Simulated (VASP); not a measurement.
Here is a VASP 6.6.1 calculation.

The input INCAR:

```
SYSTEM = Al2O3
PREC = Accurate
ENCUT = 520
EDIFF = 1E-6
ISMEAR = 0
SIGMA = 0.02
LREAL = Auto
LASPH = .TRUE.
NELM = 100
ALGO = Normal
ISIF = 2
LWAVE = .FALSE.
LCHARG = .FALSE.
GGA = PE
NBANDS = 64
```

The input KPOINTS:

```
regular mesh
0
G
  3 3 3
  0 0 0
```

File POSCAR:

```
Al2O3
1.0
   -4.8085976108      0.0000000000      0.0000000000
   -2.4042988054     -4.1643676875      0.0000000000
   -2.4042988054     -1.3881225625      8.7498234898
Al O
8 12
Direct
    0.4260625533      0.4260625533      0.7218123402
    0.9260625533      0.9260625533      0.2218123402
    0.3239374467      0.3239374467      0.0281876598
    0.8239374467      0.8239374467      0.5281876598
    0.1760625533      0.1760625533      0.4718123402
    0.6760625533      0.6760625533      0.9718123402
    0.0739374467      0.0739374467      0.7781876598
    0.5739374467      0.5739374467      0.2781876598
    0.1811628042      0.8750000000      0.3750000000
    0.6811628042      0.3750000000      0.8750000000
    0.6250000000      0.9311628042      0.1250000000
    0.1250000000      0.4311628042      0.6250000000
    0.8750000000      0.5688371958      0.3750000000
    0.3750000000      0.0688371958      0.8750000000
    0.5688371958      0.1811628042      0.3750000000
    0.0688371958      0.6811628042      0.8750000000
    0.9311628042      0.3188371958      0.1250000000
    0.4311628042      0.8188371958      0.6250000000
    0.3188371958      0.6250000000      0.1250000000
    0.8188371958      0.1250000000      0.6250000000
```

Potentials or basis: VASP PAW PBE potentials, release 64 (Al, O).

The run is started by

```sh
$ cat potpaw_PBE.64/Al/POTCAR potpaw_PBE.64/O/POTCAR > POTCAR
$ mpirun -np 1 vasp_std > vasp.out
```

(1) Predict the band gap on the k mesh.

(2) Predict the largest force.

Results:

(1) 5.85 eV.

(2) 0.009 eV/Å.

Caveat: the k points lie up to 0.51 Å⁻¹ apart.
